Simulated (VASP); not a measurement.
# TePb in VASP: further runs

Runs on TePb. Level: PBE. Tasks: single point.

Program: VASP 6.6.1. These are calculated values, not measurements. Logs are shortened: lines on timing, memory, paths and dates and some standing lists are left out, and cuts for length are marked.

## (1) The cell of the first run

The cell holds a sheet with vacuum, 4 atoms: a = 4.834 Å, b = 4.834 Å, c = 32.563 Å, α = 90.00°, β = 90.00°, γ = 90.00°.

## (2) Single point, PBE

Contents of INCAR:

```
SYSTEM = TePb
  PREC = Accurate
  ENCUT = 520
  EDIFF = 1E-6
  ISMEAR = 0
  SIGMA = 0.1
  LREAL = .FALSE.
  LASPH = .TRUE.
  NELM = 100
  ALGO = Normal
  ISIF = 2
  LWAVE = .FALSE.
  LCHARG = .FALSE.
  LDIPOL = .TRUE.
  IDIPOL = 3
  DIPOL = 0.5 0.5 0.276
  GGA = PE
  NBANDS = 28
```

Contents of KPOINTS:

```
Automatic mesh
0
G
  10 10 1
  0 0 0
```

Contents of POSCAR:

```
TePb
1.0
    4.8339210944      0.0000000000      0.0000000000
    0.0000000000      4.8339210944      0.0000000000
    0.0000000000      0.0000000000     32.5627290052
Te Pb
2 2
Direct
    0.0000000000      0.0000000000      0.3429616069
    0.0000000000      0.0000000000      0.2098176149
    0.5000000000      0.0000000000      0.2763896109
    0.0000000000      0.5000000000      0.2763896109
```

Potentials or basis: VASP PAW PBE potentials, release 64 (Te, Pb_d).

Started as:

```console
$ cat potpaw_PBE.64/Te/POTCAR potpaw_PBE.64/Pb_d/POTCAR > POTCAR
$ mpirun -np 1 vasp_std > vasp.out
```

OUTCAR:

```text
SYSTEM = TePb
   PREC = Accurate
   ENCUT = 520
   EDIFF = 1E-6
   ISMEAR = 0
   LREAL = .FALSE.
   LASPH = .TRUE.
   NELM = 100
   ISIF = 2
   GGA = PE

 ion  position               nearest neighbor table
   1  0.000  0.000  0.343-   3 3.25   4 3.25   4 3.25   3 3.25
   2  0.000  0.000  0.210-   3 3.25   4 3.25   4 3.25   3 3.25
   3  0.500  0.000  0.276-   1 3.25   2 3.25   1 3.25   2 3.25   4 3.42   4 3.42   4 3.42   4 3.42

   4  0.000  0.500  0.276-   1 3.25   2 3.25   1 3.25   2 3.25   3 3.42   3 3.42   3 3.42   3 3.42

  LATTYP: Found a simple tetragonal cell.
 ALAT       =     4.8339210944
 C/A-ratio  =     6.7362971735

  Lattice vectors:

 A1 = (   4.8339210944,   0.0000000000,   0.0000000000)
 A2 = (   0.0000000000,   4.8339210944,   0.0000000000)
 A3 = (   0.0000000000,   0.0000000000,  32.5627290052)

Analysis of symmetry for initial positions (statically):
=====================================================================
 Subroutine PRICEL returns:
 Original cell was already a primitive cell.

 Routine SETGRP: Setting up the symmetry group for a
 simple tetragonal supercell.

 Subroutine GETGRP returns: Found 16 space group operations
 (whereof  8 operations were pure point group operations)
 out of a pool of 16 trial point group operations.

The static configuration has the point symmetry C_4v.
 The point group associated with its full space group is D_4h.

Analysis of symmetry for dynamics (positions and initial velocities):
=====================================================================
 Subroutine PRICEL returns:
 Original cell was already a primitive cell.

 Routine SETGRP: Setting up the symmetry group for a
 simple tetragonal supercell.

 Subroutine GETGRP returns: Found 16 space group operations
 (whereof  8 operations were pure point group operations)
 out of a pool of 16 trial point group operations.

The dynamic configuration has the point symmetry C_4v.
 The point group associated with its full space group is D_4h.

 Subroutine INISYM returns: Found 16 space group operations
 (whereof  8 operations are pure point group operations),
 and found     1 'primitive' translations

----------------------------------------------------------------------------------------

                                     Primitive cell

  volume of cell :     760.8866

  direct lattice vectors                    reciprocal lattice vectors
     4.833921094  0.000000000  0.000000000     0.206871395  0.000000000  0.000000000
     0.000000000  4.833921094  0.000000000     0.000000000  0.206871395  0.000000000
     0.000000000  0.000000000 32.562729005     0.000000000  0.000000000  0.030709957

  length of vectors
     4.833921094  4.833921094 32.562729005     0.206871395  0.206871395  0.030709957

  position of ions in fractional coordinates (direct lattice)
     0.000000000  0.000000000  0.342961607
     0.000000000  0.000000000  0.209817615
     0.500000000  0.000000000  0.276389611
     0.000000000  0.500000000  0.276389611

  ion indices of the primitive-cell ions
   primitive index   ion index
                 1           1
                 2           2
                 3           3
                 4           4

----------------------------------------------------------------------------------------

 KPOINTS: Automatic mesh

Automatic generation of k-mesh.
 Grid dimensions read from file:
 generate k-points for:   10   10    1

 Generating k-lattice:

  Cartesian coordinates                     Fractional coordinates (reciprocal lattice)
     0.020687139  0.000000000  0.000000000     0.100000000  0.000000000  0.000000000
     0.000000000  0.020687139  0.000000000     0.000000000  0.100000000  0.000000000
     0.000000000  0.000000000  0.030709957     0.000000000  0.000000000  1.000000000

  Length of vectors
     0.020687139  0.020687139  0.030709957

  Shift w.r.t. Gamma in fractional coordinates (k-lattice)
     0.000000000  0.000000000  0.000000000

 Subroutine IBZKPT returns following result:
 ===========================================

 Found     21 irreducible k-points:

 Following reciprocal coordinates:
            Coordinates               Weight
  0.000000  0.000000  0.000000      1.000000
  0.100000  0.000000  0.000000      4.000000
  0.200000  0.000000  0.000000      4.000000
  0.300000  0.000000  0.000000      4.000000
  0.400000  0.000000  0.000000      4.000000
  0.500000  0.000000  0.000000      2.000000
[... 13 lines left out ...]
  0.500000  0.400000  0.000000      4.000000
  0.500000  0.500000  0.000000      1.000000
   k-points           NKPTS =     21   k-points in BZ     NKDIM =     21   number of bands    NBANDS=     28
   number of dos      NEDOS =    301   number of ions     NIONS =      4
   total plane-waves  NPLWV = 324000
   dimension x,y,z NGX =    36 NGY =   36 NGZ =  250
   dimension x,y,z NGXF=    72 NGYF=   72 NGZF=  500
   ions per type =               2   2
   NGX,Y,Z   is equivalent  to a cutoff of  12.38, 12.38, 12.76 a.u.
   NGXF,Y,Z  is equivalent  to a cutoff of  24.76, 24.76, 25.53 a.u.
 SYSTEM =  TePb
   PREC   = accura    normal or accurate (medium, high low for compatibility)
   ISTART =      0    job   : 0-new  1-cont  2-samecut
   ICHARG =      2    charge: 1-file 2-atom 10-const
   ISPIN  =      1    spin polarized calculation?
   LNONCOLLINEAR =      F non collinear calculations
   LSORBIT =      F    spin-orbit coupling
   LASPH  =      T    aspherical Exc in radial PAW
   ENCUT  =  520.0 eV  38.22 Ry    6.18 a.u.   8.99  8.99 60.55*2*pi/ulx,y,z
   NELM   =    100;   NELMIN=  2; NELMDL= -5     # of ELM steps
   EDIFF  = 0.1E-05   stopping-criterion for ELM
   LREAL  =      F    real-space projection
   EDIFFG = 0.1E-04   stopping-criterion for IOM
   NSW    =      0    number of steps for IOM
   IBRION =     -1    ionic relax: 0-MD 1-quasi-New 2-CG
   NFREE  =      0    steps in history (QN), initial steepest desc. (CG)
   ISIF   =      2    stress and relaxation
   ISYM   =      2    0-nonsym 1-usesym 2-fastsym
   POTIM  = 0.5000    time-step for ionic-motion
   TEBEG  =    0.0;   TEEND  =   0.0 temperature during run
   PSTRESS=    0.0 pullay stress
   NELECT =      40.0000    total number of electrons
   NUPDOWN=      -1.0000    fix difference up-down
   EMIN   =  10.00;   EMAX   =-10.00  energy-range for DOS
   EFERMI =   0.00;   METHOD = LEGACY
   ISMEAR =     0;   SIGMA  =   0.10  broadening in eV -4-tet -1-fermi 0-gaus
   EFERMI_NEDOS =   21; number of points for ismear=-14 and -15
   IALGO  =     38    algorithm
   IMIX   =      4    mixing-type and parameters
     AMIX     =   0.40;   BMIX     =  1.00
     AMIX_MAG =   1.60;   BMIX_MAG =  1.00
  volume/ion in A,a.u.               =     190.22      1283.68
  Fermi-wavevector in a.u.,A,eV,Ry     =   0.613274  1.158921  5.117226  0.376106
  Thomas-Fermi vector in A             =   1.669865
   LORBIT       =      0    0 simple, 1 ext, 2 COOP (PROOUT), +10 PAW based schemes
   GGA     = PE    functional components
   LHFCALC =     F    Hartree Fock is set to
   AEXX    =    0.0000 exact exchange contribution
   IVDW    =     0    specifies the selected vdW correction
   LEPSILON=     F    determine dielectric tensor
   LRPA    =     F    only Hartree local field effects (RPA)
 non-spin polarized calculation
 Gauss-broadening in eV      SIGMA  =   0.10
  energy-cutoff  :      520.00
  volume of cell :      760.89
 maximum number of plane-waves:     20596
 NGX is ok and might be reduce to    36
   NGX = 17   NGY = 17   NGZ =121

 dipolmoment           0.000000      0.000000     -0.000001 electrons x Angstroem

 number of electron      40.0000013 magnetization

 dipolmoment           0.000000      0.000000      0.000002 electrons x Angstroem

 Free energy of the ion-electron system (eV)
  ---------------------------------------------------
  ext. energy  EPLUGINS =         0.00000000
  ---------------------------------------------------
  free energy    TOTEN  =       -12.99300557 eV

  energy without entropy =      -12.96130053  energy(sigma->0) =      -12.97715305

 E-fermi :  -3.6080     XC(G=0):  -2.1303

 val. band max:       -3.6092697392   @ k =   0.5000   0.3000   0.0000
 cond. band min:      -3.6027375691   @ k =   0.2000   0.0000   0.0000
 fundamental gap:      0.0065321701
 Fermi energy:        -3.6079597775

 k-point     1 :       0.0000    0.0000    0.0000
  band No.  band energies     occupation
      1     -20.4804      2.00000
      2     -20.3814      2.00000
      3     -20.2620      2.00000
      4     -20.2444      2.00000
      5     -20.2444      2.00000
      6     -20.1543      2.00000
[... 20 lines left out ...]
     27       1.4684      0.00000
     28       1.6376      0.00000

 k-point     2 :       0.1000    0.0000    0.0000
  band No.  band energies     occupation
      1     -20.4698      2.00000
      2     -20.3749      2.00000
      3     -20.2565      2.00000
      4     -20.2429      2.00000
      5     -20.2422      2.00000
      6     -20.1589      2.00000
[... 20 lines left out ...]
     27       1.3290      0.00000
     28       1.6817      0.00000

 k-point     3 :       0.2000    0.0000    0.0000
  band No.  band energies     occupation
      1     -20.4389      2.00000
      2     -20.3563      2.00000
      3     -20.2408      2.00000
      4     -20.2382      2.00000
      5     -20.2357      2.00000
      6     -20.1724      2.00000
[... 20 lines left out ...]
     27       1.5793      0.00000
     28       1.7985      0.00000

 k-point     4 :       0.3000    0.0000    0.0000
  band No.  band energies     occupation
      1     -20.3899      2.00000
      2     -20.3281      2.00000
      3     -20.2306      2.00000
      4     -20.2262      2.00000
      5     -20.2174      2.00000
      6     -20.1939      2.00000
[... 485 lines left out ...]
     27       2.5707      0.00000
     28       2.8580      0.00000

 k-point    20 :       0.5000    0.4000    0.0000
  band No.  band energies     occupation
      1     -20.3561      2.00000
      2     -20.3560      2.00000
      3     -20.2708      2.00000
      4     -20.2615      2.00000
      5     -20.2289      2.00000
      6     -20.2283      2.00000
[... 20 lines left out ...]
     27       2.5062      0.00000
     28       2.9553      0.00000

 k-point    21 :       0.5000    0.5000    0.0000
  band No.  band energies     occupation
      1     -20.3624      2.00000
      2     -20.3624      2.00000
      3     -20.2737      2.00000
      4     -20.2664      2.00000
      5     -20.2272      2.00000
      6     -20.2272      2.00000
[... 20 lines left out ...]
     27       2.5454      0.00000
     28       3.4394      0.00000

------------------------ aborting loop because EDIFF is reached ----------------------------------------

 vacuum level on the upper side and lower side of the slab       (xc-potential included)        -0.005        -0.005

  FORCE on cell =-STRESS in cart. coord.  units (eV):
  Direction    XX          YY          ZZ          XY          YZ          ZX
  --------------------------------------------------------------------------------------
  -------------------------------------------------------------------------------------
  Total       -0.0290889     -0.0290889     -0.0160020      0.0000000      0.0000000      0.0000000
  in kB       -0.0612517     -0.0612517     -0.0336949      0.0000000      0.0000000      0.0000000
  external PRESSURE =      -0.0520661 kB  Pullay stress =       0.0000000 kB

 VOLUME and BASIS-vectors are now :
 -----------------------------------------------------------------------------
  energy-cutoff  :      520.00
  volume of cell :      760.89
      direct lattice vectors                 reciprocal lattice vectors
     4.833921094  0.000000000  0.000000000     0.206871395  0.000000000  0.000000000
     0.000000000  4.833921094  0.000000000     0.000000000  0.206871395  0.000000000
     0.000000000  0.000000000 32.562729005     0.000000000  0.000000000  0.030709957

 POSITION                                       TOTAL-FORCE (eV/Angst)
 -----------------------------------------------------------------------------------
      0.00000      0.00000     11.16777        -0.000000      0.000000      0.004264
      0.00000      0.00000      6.83223        -0.000000     -0.000000     -0.004264
      2.41696      0.00000      9.00000        -0.000000      0.000000     -0.000000
      0.00000      2.41696      9.00000         0.000000      0.000000     -0.000000
 -----------------------------------------------------------------------------------
    total drift:                                0.000000      0.000000     -0.000031

  FREE ENERGIE OF THE ION-ELECTRON SYSTEM (eV)
  ---------------------------------------------------
  free  energy   TOTEN  =       -12.9930055663 eV

  energy  without entropy=      -12.9613005306  energy(sigma->0) =      -12.97715305

 vacuum level on the upper side and lower side of the slab         1.933         1.933
```

Wall time 11 min (1 thread of Intel Xeon Platinum 8259CL at 2.50GHz (Skylake/Cascade Lake), shared host); peak memory 0.89 GiB.

Results:

```yaml
Free_energy: -12.9930 eV
Largest_force: 0.004 eV/Å
Band_gap_on_the_k_mesh: zero (band 20 reaches -3.45 eV, above the bottom of band 21 at -3.77 eV)
```

Forces in eV/Å, atoms in the order of the input:
```
Te   0.000  0.000  0.004
Te   0.000  0.000 -0.004
Pb   0.000  0.000  0.000
Pb   0.000  0.000  0.000
```

Levels at points of the mesh, in eV from the Fermi level:
```csv
k point,band 17,band 18,band 19,band 20,band 21,band 22,band 23,band 24
"(0.00, 0.00, 0.00)",-1.46,-0.39,-0.39,-0.36,1.67,1.67,1.97,2.22
"(0.50, 0.00, 0.00)",-1.28,-0.91,-0.28,-0.27,1.27,1.31,2.50,3.19
"(0.50, 0.50, 0.00)",-2.28,-2.28,-0.29,-0.09,-0.09,3.35,4.17,4.17
```

Caveat: spin-orbit coupling is left out, which moves the levels of the heavy elements.

## (3) Single point, PBE

This run uses another cell than the first one, of 171.98 Å³/atom, 0.904 times its volume.

Contents of INCAR:

```
PREC = Accurate
ENCUT = 520
EDIFF = 1E-6
ISMEAR = 0
SIGMA = 0.1
LREAL = F
LASPH = T
NELM = 100
ALGO = Normal
ISIF = 2
LWAVE = F
LCHARG = T
LDIPOL = T
IDIPOL = 3
DIPOL = 0.5 0.5 0.298
GGA = PE
LELF = T
LVHAR = T
LVACPOTAV = T
NBANDS = 28
```

Contents of KPOINTS:

```
Automatic mesh
0
Gamma
  10 10 1
```

Contents of POSCAR:

```
TePb
1.0
    4.7697520875      0.0000000000      0.0000000000
    0.0000000000      4.7697520875      0.0000000000
    0.0000000000      0.0000000000     30.2368856800
Te Pb
2 2
Direct
    0.0000000000      0.0000000000      0.3701003592
    0.0000000000      0.0000000000      0.2251990440
    0.5000000000      0.0000000000      0.2976497016
    0.0000000000      0.5000000000      0.2976497016
```

Potentials or basis: VASP PAW PBE potentials, release 64 (Te, Pb_d).

Started as:

```console
$ cat potpaw_PBE.64/Te/POTCAR potpaw_PBE.64/Pb_d/POTCAR > POTCAR
$ mpirun -np 1 vasp_std > vasp.out
```

It took 12 min on 1 thread of Intel Xeon Platinum 8259CL at 2.50GHz (Skylake/Cascade Lake), shared host; peak memory 0.84 GiB.

It converged, with:

```
Free energy            : -12.9861 eV
Largest force          : 0.018 eV/Å
Band gap on the k mesh : zero (band 20 reaches -3.20 eV, above the bottom of band 21 at -3.52 eV)
```

Forces in eV/Å, atoms in the order of the input:
```
Te   0.000  0.000  0.018
Te   0.000  0.000 -0.018
Pb   0.000  0.000  0.000
Pb   0.000  0.000  0.000
```

Levels at points of the mesh, in eV from the Fermi level:
| k point | band 16 | band 17 | band 18 | band 19 | band 20 | band 21 | band 22 | band 23 | band 24 | band 25 |
| --- | --- | --- | --- | --- | --- | --- | --- | --- | --- | --- |
| (0.00, 0.00, 0.00) | -2.29 | -1.59 | -0.36 | -0.36 | -0.34 | 1.64 | 1.64 | 2.01 | 2.28 | 4.72 |
| (0.50, 0.00, 0.00) | -1.50 | -1.24 | -1.01 | -0.34 | -0.24 | 1.32 | 1.39 | 2.58 | 3.18 | 3.79 |
| (0.50, 0.50, 0.00) | -2.54 | -2.33 | -2.33 | -0.35 | -0.13 | -0.13 | 3.25 | 4.14 | 4.14 | 4.14 |

Caveat: spin-orbit coupling is left out, which moves the levels of the heavy elements.

(Part 1 of 2 ends here.)
